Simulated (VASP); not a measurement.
# InAs (Fm-3m) in VASP: settings compared

InAs is run at these levels: BLYP, PBE; tasks: single point.

Program: VASP 6.6.1. These are calculated values, not measurements. Logs are shortened: lines on timing, memory, paths and dates and some standing lists are left out, and cuts for length are marked.

### Step 1. The cell of the first run

Symmetry: Fm-3m, No. 225, cubic system. Conventional cell: a = 5.755 Å, b = 5.755 Å, c = 5.755 Å, α = 90.00°, β = 90.00°, γ = 90.00°. Within 3.8 Å of In (site symmetry m-3m) lie 6 As at 2.88 Å. Within 3.8 Å of As (site symmetry m-3m) lie 6 In at 2.88 Å.

### Step 2. Single point, BLYP

The input, INCAR:

```
PREC     = Accurate       # precision mode
ENCUT    = 520            # plane-wave cutoff, eV
EDIFF    = 1E-7           # SCF threshold, eV
ISMEAR   = -1             # smearing method
SIGMA    = 0.05           # smearing width, eV
LREAL    = False          # projectors in reciprocal space
LASPH    = True           # aspherical terms in the spheres
NELM     = 80             # most SCF steps
ALGO     = Normal         # electronic algorithm
ISIF     = 2              # what is computed and relaxed
LWAVE    = False          # write WAVECAR
LCHARG   = True           # write CHGCAR
GGA      = B5             # functional
ALDAX    = 1.0          
AGGAX    = 1.0          
AGGAC    = 1.0          
ALDAC    = 0.0          
LELF     = True           # ELF
LVHAR    = True         
NBANDS   = 16             # bands
```

The input, KPOINTS:

```
Automatic mesh
0
Gamma
  8 8 8
```

The input, POSCAR:

```
InAs
1.0
    0.0000000000      2.8773040000      2.8773040000
    2.8773040000      0.0000000000      2.8773040000
    2.8773040000      2.8773040000      0.0000000000
In As
1 1
Direct
    0.5000000000      0.5000000000      0.5000000000
    0.0000000000      0.0000000000      0.0000000000
```

Potentials or basis: VASP PAW PBE potentials, release 64 (In_d, As).

Started as:

```console
cat potpaw_PBE.64/In_d/POTCAR potpaw_PBE.64/As/POTCAR > POTCAR
mpirun -np 1 vasp_std > vasp.out
```

OUTCAR:

```text
PREC = Accurate
   ENCUT = 520
   EDIFF = 1E-7
   ISMEAR = -1
   LREAL = False
   LASPH = True
   NELM = 80
   ISIF = 2
   GGA = B5

 ion  position               nearest neighbor table
   1  0.500  0.500  0.500-   2 2.88   2 2.88   2 2.88   2 2.88   2 2.88   2 2.88
   2  0.000  0.000  0.000-   1 2.88   1 2.88   1 2.88   1 2.88   1 2.88   1 2.88

  LATTYP: Found a face centered cubic cell.
 ALAT       =     5.7546080000

  Lattice vectors:

 A1 = (   0.0000000000,   2.8773040000,   2.8773040000)
 A2 = (   2.8773040000,   0.0000000000,   2.8773040000)
 A3 = (   2.8773040000,   2.8773040000,   0.0000000000)

Analysis of symmetry for initial positions (statically):
=====================================================================
 Subroutine PRICEL returns:
 Original cell was already a primitive cell.

 Routine SETGRP: Setting up the symmetry group for a
 face centered cubic supercell.

 Subroutine GETGRP returns: Found 48 space group operations
 (whereof 48 operations were pure point group operations)
 out of a pool of 48 trial point group operations.

The static configuration has the point symmetry O_h .

Analysis of symmetry for dynamics (positions and initial velocities):
=====================================================================
 Subroutine PRICEL returns:
 Original cell was already a primitive cell.

 Routine SETGRP: Setting up the symmetry group for a
 face centered cubic supercell.

 Subroutine GETGRP returns: Found 48 space group operations
 (whereof 48 operations were pure point group operations)
 out of a pool of 48 trial point group operations.

The dynamic configuration has the point symmetry O_h .

 Subroutine INISYM returns: Found 48 space group operations
 (whereof 48 operations are pure point group operations),
 and found     1 'primitive' translations

----------------------------------------------------------------------------------------

                                     Primitive cell

  volume of cell :      47.6417

  direct lattice vectors                    reciprocal lattice vectors
     0.000000000  2.877304000  2.877304000    -0.173773783  0.173773783  0.173773783
     2.877304000  0.000000000  2.877304000     0.173773783 -0.173773783  0.173773783
     2.877304000  2.877304000  0.000000000     0.173773783  0.173773783 -0.173773783

  length of vectors
     4.069122340  4.069122340  4.069122340     0.300985021  0.300985021  0.300985021

  position of ions in fractional coordinates (direct lattice)
     0.500000000  0.500000000  0.500000000
     0.000000000  0.000000000  0.000000000

  ion indices of the primitive-cell ions
   primitive index   ion index
                 1           1
                 2           2

----------------------------------------------------------------------------------------

 KPOINTS: Automatic mesh

Automatic generation of k-mesh.
 Grid dimensions read from file:
 generate k-points for:    8    8    8

 Generating k-lattice:

  Cartesian coordinates                     Fractional coordinates (reciprocal lattice)
    -0.021721723  0.021721723  0.021721723     0.125000000  0.000000000  0.000000000
     0.021721723 -0.021721723  0.021721723     0.000000000  0.125000000  0.000000000
     0.021721723  0.021721723 -0.021721723     0.000000000  0.000000000  0.125000000

  Length of vectors
     0.037623128  0.037623128  0.037623128

  Shift w.r.t. Gamma in fractional coordinates (k-lattice)
     0.000000000  0.000000000  0.000000000

 Subroutine IBZKPT returns following result:
 ===========================================

 Found     29 irreducible k-points:

 Following reciprocal coordinates:
            Coordinates               Weight
  0.000000  0.000000  0.000000      1.000000
  0.125000  0.000000  0.000000      8.000000
  0.250000  0.000000  0.000000      8.000000
  0.375000  0.000000  0.000000      8.000000
  0.500000  0.000000  0.000000      4.000000
  0.125000  0.125000  0.000000      6.000000
[... 16 lines left out ...]
  0.500000  0.250000  0.125000     48.000000
 -0.375000  0.250000  0.125000     24.000000
 [... further k-points ...]
   k-points           NKPTS =     29   k-points in BZ     NKDIM =     29   number of bands    NBANDS=     16
   number of dos      NEDOS =    301   number of ions     NIONS =      2
   total plane-waves  NPLWV =  27000
   dimension x,y,z NGX =    30 NGY =   30 NGZ =   30
   dimension x,y,z NGXF=    60 NGYF=   60 NGZF=   60
   ions per type =               1   1
   NGX,Y,Z   is equivalent  to a cutoff of  12.26, 12.26, 12.26 a.u.
   NGXF,Y,Z  is equivalent  to a cutoff of  24.51, 24.51, 24.51 a.u.
 SYSTEM =  unknown system
   PREC   = accura    normal or accurate (medium, high low for compatibility)
   ISTART =      0    job   : 0-new  1-cont  2-samecut
   ICHARG =      2    charge: 1-file 2-atom 10-const
   ISPIN  =      1    spin polarized calculation?
   LNONCOLLINEAR =      F non collinear calculations
   LSORBIT =      F    spin-orbit coupling
   LASPH  =      T    aspherical Exc in radial PAW
   ENCUT  =  520.0 eV  38.22 Ry    6.18 a.u.   7.57  7.57  7.57*2*pi/ulx,y,z
   NELM   =     80;   NELMIN=  2; NELMDL= -5     # of ELM steps
   EDIFF  = 0.1E-06   stopping-criterion for ELM
   LREAL  =      F    real-space projection
   EDIFFG = 0.1E-05   stopping-criterion for IOM
   NSW    =      0    number of steps for IOM
   IBRION =     -1    ionic relax: 0-MD 1-quasi-New 2-CG
   NFREE  =      0    steps in history (QN), initial steepest desc. (CG)
   ISIF   =      2    stress and relaxation
   ISYM   =      2    0-nonsym 1-usesym 2-fastsym
   POTIM  = 0.5000    time-step for ionic-motion
   TEBEG  =    0.0;   TEEND  =   0.0 temperature during run
   PSTRESS=    0.0 pullay stress
   NELECT =      18.0000    total number of electrons
   NUPDOWN=      -1.0000    fix difference up-down
   EMIN   =  10.00;   EMAX   =-10.00  energy-range for DOS
   EFERMI =   0.00;   METHOD = LEGACY
   ISMEAR =    -1;   SIGMA  =   0.05  broadening in eV -4-tet -1-fermi 0-gaus
   EFERMI_NEDOS =   21; number of points for ismear=-14 and -15
   IALGO  =     38    algorithm
   IMIX   =      4    mixing-type and parameters
     AMIX     =   0.40;   BMIX     =  1.00
     AMIX_MAG =   1.60;   BMIX_MAG =  1.00
  volume/ion in A,a.u.               =      23.82       160.75
  Fermi-wavevector in a.u.,A,eV,Ry     =   1.183505  2.236499 19.057448  1.400683
  Thomas-Fermi vector in A             =   2.319738
   LORBIT       =      0    0 simple, 1 ext, 2 COOP (PROOUT), +10 PAW based schemes
   GGA     = B5    functional components
   LHFCALC =     F    Hartree Fock is set to
   AEXX    =    0.0000 exact exchange contribution
   IVDW    =     0    specifies the selected vdW correction
   LEPSILON=     F    determine dielectric tensor
   LRPA    =     F    only Hartree local field effects (RPA)
 non-spin polarized calculation
  energy-cutoff  :      520.00
  volume of cell :       47.64
 maximum number of plane-waves:      1303
   NGX = 15   NGY = 15   NGZ = 15

 number of electron      18.0000002 magnetization

 Free energy of the ion-electron system (eV)
  ---------------------------------------------------
  ext. energy  EPLUGINS =         0.00000000
  ---------------------------------------------------
  free energy    TOTEN  =        -5.86965409 eV

  energy without entropy =       -5.85866365  energy(sigma->0) =       -5.86415887

 E-fermi :   6.3700     XC(G=0):  -9.4514

 val. band max:        6.3039807657   @ k =  -0.2500   0.2500   0.0000
 cond. band min:       6.4177682344   @ k =  -0.3750   0.1250   0.0000
 fundamental gap:      0.1137874687
 Fermi energy:         6.3700126843

 k-point     1 :       0.0000    0.0000    0.0000
  band No.  band energies     occupation
      1      -7.9953      2.00000
      2      -7.9953      2.00000
      3      -7.9711      2.00000
      4      -7.9711      2.00000
      5      -7.9711      2.00000
      6      -5.7304      2.00000
[... 8 lines left out ...]
     15      13.8210      0.00000
     16      13.8210      0.00000

 k-point     2 :       0.1250    0.0000    0.0000
  band No.  band energies     occupation
      1      -8.0013      2.00000
      2      -8.0013      2.00000
      3      -7.9712      2.00000
      4      -7.9646      2.00000
      5      -7.9646      2.00000
      6      -5.5657      2.00000
[... 8 lines left out ...]
     15      14.3049      0.00000
     16      14.3049      0.00000

 k-point     3 :       0.2500    0.0000    0.0000
  band No.  band energies     occupation
      1      -8.0184      2.00000
      2      -8.0184      2.00000
      3      -7.9724      2.00000
      4      -7.9459      2.00000
      5      -7.9459      2.00000
      6      -5.1001      2.00000
[... 8 lines left out ...]
     15      15.3347      0.00000
     16      15.3347      0.00000

 k-point     4 :       0.3750    0.0000    0.0000
  band No.  band energies     occupation
      1      -8.0363      2.00000
      2      -8.0363      2.00000
      3      -7.9746      2.00000
      4      -7.9263      2.00000
      5      -7.9263      2.00000
      6      -4.4707      2.00000
[... 8 lines left out ...]
     15      16.9081      0.00000
     16      16.9081      0.00000
[... 324 lines left out ...]
 k-point    22 :       0.3750    0.2500    0.1250
  band No.  band energies     occupation
      1      -8.0817      2.00000
      2      -8.0012      2.00000
      3      -7.9781      2.00000
      4      -7.9354      2.00000
      5      -7.9330      2.00000
      6      -4.6557      2.00000
[... 8 lines left out ...]
     15      16.9891      0.00000
     16      18.0815      0.00000

 k-point    23 :       0.5000    0.2500    0.1250
  band No.  band energies     occupation
      1      -8.1069      2.00000
      2      -8.0152      2.00000
      3      -7.9690      2.00000
      4      -7.9341      2.00000
      5      -7.9185      2.00000
      6      -4.0489      2.00000
[... 8 lines left out ...]
     15      17.6381      0.00000
     16      18.4486      0.00000

 k-point    24 :      -0.3750    0.2500    0.1250
  band No.  band energies     occupation
      1      -8.1155      2.00000
      2      -8.0223      2.00000
      3      -7.9604      2.00000
      4      -7.9391      2.00000
      5      -7.9117      2.00000
      6      -3.7193      2.00000
[... 8 lines left out ...]
     15      16.2555      0.00000
     16      19.3317      0.00000

 [... further k-points ...]

------------------------ aborting loop because EDIFF is reached ----------------------------------------

  FORCE on cell =-STRESS in cart. coord.  units (eV):
  Direction    XX          YY          ZZ          XY          YZ          ZX
  --------------------------------------------------------------------------------------
  -------------------------------------------------------------------------------------
  Total        1.3869003      1.3869003      1.3869003      0.0000000      0.0000000      0.0000000
  in kB       46.6410779     46.6410779     46.6410779      0.0000000      0.0000000      0.0000000
  external PRESSURE =      46.6410779 kB  Pullay stress =       0.0000000 kB

 VOLUME and BASIS-vectors are now :
 -----------------------------------------------------------------------------
  energy-cutoff  :      520.00
  volume of cell :       47.64
      direct lattice vectors                 reciprocal lattice vectors
     0.000000000  2.877304000  2.877304000    -0.173773783  0.173773783  0.173773783
     2.877304000  0.000000000  2.877304000     0.173773783 -0.173773783  0.173773783
     2.877304000  2.877304000  0.000000000     0.173773783  0.173773783 -0.173773783

 POSITION                                       TOTAL-FORCE (eV/Angst)
 -----------------------------------------------------------------------------------
      2.87730      2.87730      2.87730         0.000000      0.000000      0.000000
      0.00000      0.00000      0.00000        -0.000000     -0.000000     -0.000000
 -----------------------------------------------------------------------------------
    total drift:                                0.000000      0.000000      0.000000

  FREE ENERGIE OF THE ION-ELECTRON SYSTEM (eV)
  ---------------------------------------------------
  free  energy   TOTEN  =        -5.8696540944 eV

  energy  without entropy=       -5.8586636464  energy(sigma->0) =       -5.86415887
```

It took 19 s on 1 thread of Intel Xeon 6975P-C (Granite Rapids), shared host; peak memory 0.17 GiB.

What came out:

- Free energy: -5.8697 eV
- Pressure: 4.7 GPa
- Band gap on the k mesh: zero (band 9 reaches 6.70 eV, above the bottom of band 10 at 4.18 eV)

Caveat: the PAW data sets were made with another functional, which shifts forces and pressure a little; spin-orbit coupling is left out, which moves the levels of the heavy elements.

### Step 3. Single point, PBE

The input, INCAR:

```
SYSTEM = InAs
PREC = Accurate
ENCUT = 520
EDIFF = 1E-6
ISMEAR = 0
SIGMA = 0.012
LREAL = .False.
LASPH = .True.
NELM = 100
ALGO = Normal
ISIF = 2
LWAVE = .False.
LCHARG = .True.
GGA = PE
LELF = .True.
LVHAR = .True.
NBANDS = 16
```

The input, KPOINTS:

```
Automatic mesh
0
Gamma
  8 8 8
  0 0 0
```

POSCAR is that of step 2.

Potentials or basis: VASP PAW PBE potentials, release 64 (In_d, As).

Started as:

```console
cat potpaw_PBE.64/In_d/POTCAR potpaw_PBE.64/As/POTCAR > POTCAR
mpirun -np 1 vasp_std > vasp.out
```

It took 9.8 s on 1 thread of Intel Xeon 6975P-C (Granite Rapids), shared host; peak memory 0.17 GiB.

It converged, with:

| Item | Value |
| --- | --- |
| Free energy | -7.3143 eV |
| Pressure | 0.0 GPa |
| Band gap on the k mesh | zero (band 9 reaches 6.25 eV, above the bottom of band 10 at 3.69 eV) |

Levels at points of the mesh, in eV from the Fermi level:
| k point | band 5 | band 6 | band 7 | band 8 | band 9 | band 10 | band 11 | band 12 | band 13 | band 14 |
| --- | --- | --- | --- | --- | --- | --- | --- | --- | --- | --- |
| (0.00, 0.00, 0.00) | -14.29 | -12.13 | -0.68 | -0.23 | -0.23 | -0.23 | 7.15 | 7.15 | 7.15 | 7.48 |
| (0.50, 0.00, 0.00) | -14.24 | -10.47 | -6.52 | 0.15 | 0.15 | 2.11 | 3.26 | 3.26 | 4.38 | 10.61 |
| (0.50, 0.50, 0.00) | -14.21 | -9.59 | -4.72 | -2.94 | -2.25 | -2.25 | 3.86 | 9.17 | 9.17 | 9.98 |

Caveat: spin-orbit coupling is left out, which moves the levels of the heavy elements.
